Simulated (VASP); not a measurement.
Wanted: the native input for a VASP 6.6.1 run.

- Task: single point
- Functional: PBE
- Potentials or basis: VASP PAW PBE potentials, release 64 (Si, Ni, Sn_d, Ti_sv)
- Cutoff: 400 eV
- k mesh: 1 × 1 × 1, shifted
- Occupations: fermi-dirac, width 0.143 eV
- Spin: no spin polarisation
- Dipole correction: no
- Mended: yes
- Further INCAR settings: LREAL = Auto; ALGO = Normal; EDIFF = 1e-06; NBANDS = 82; ISYM = -1

The structure of TiSi3Ni3Sn lies in POSCAR:

```
TiSi3Ni3Sn
1.0
    6.2479670000     -0.0655450000      0.0346490000
   -0.0655450000      6.3227860000     -0.0372930000
    0.0346490000     -0.0372930000      6.4352010000
Si Ni Sn Ti
6 6 2 2
Direct
    0.5017936024      0.9165377109      0.3994515159
    0.2932543365      0.8422139683      0.7351870930
    0.8171551383      0.2061270548      0.8950693984
    0.9893969546      1.1249116425      0.6103440615
    0.2560094631      0.2235053932      0.3342083199
    0.0379130597      0.8063749483      1.0408179156
    1.0287252757      0.5617688032      0.8311513101
    0.5668821299      0.1718418882      0.1190088081
    0.3968091280      0.5539344901      0.4266587539
    0.9126605328      0.1217281251      0.2192784393
    0.0945093908      0.8024009786      0.4357937357
    0.1775615282      0.1140223727      0.9462041523
    0.9062590379      0.4706837786      0.4113655876
    0.3525622177      0.4999636415      0.9990191784
    0.6314887664      0.8471705369      0.0016109950
    0.5310698410      0.2092718312      0.6350798266
```

These files were run (other wordings do the same):

INCAR

```
PREC = Accurate
ENCUT = 400
EDIFF = 1E-6
ISMEAR = -1
SIGMA = 0.143
LREAL = Auto
LASPH = True
NELM = 120
ALGO = Normal
ISIF = 2
LWAVE = False
LCHARG = False
GGA = PE
NBANDS = 82
ISYM = -1
GGA_COMPAT = False
```

KPOINTS

```
explicit points
1
Reciprocal
  0.25000000   0.25000000   0.25000000 1
```

Potentials or basis: VASP PAW PBE potentials, release 64 (Si, Ni, Sn_d, Ti_sv).

The run is started by

```bash
$ cat potpaw_PBE.64/Si/POTCAR potpaw_PBE.64/Ni/POTCAR potpaw_PBE.64/Sn_d/POTCAR potpaw_PBE.64/Ti_sv/POTCAR > POTCAR
$ mpirun -np 1 vasp_std > vasp.out
```

It gave:

```yaml
Pressure: 3.6 GPa
Largest_force: 3.840 eV/Å
```

Caveat: the atoms stand as in a frame of molecular dynamics.

Wall time 30 s on 1 thread of Intel(R) Xeon(R) 6975P-C (Granite Rapids), on a shared host, peak memory 0.26 GiB.
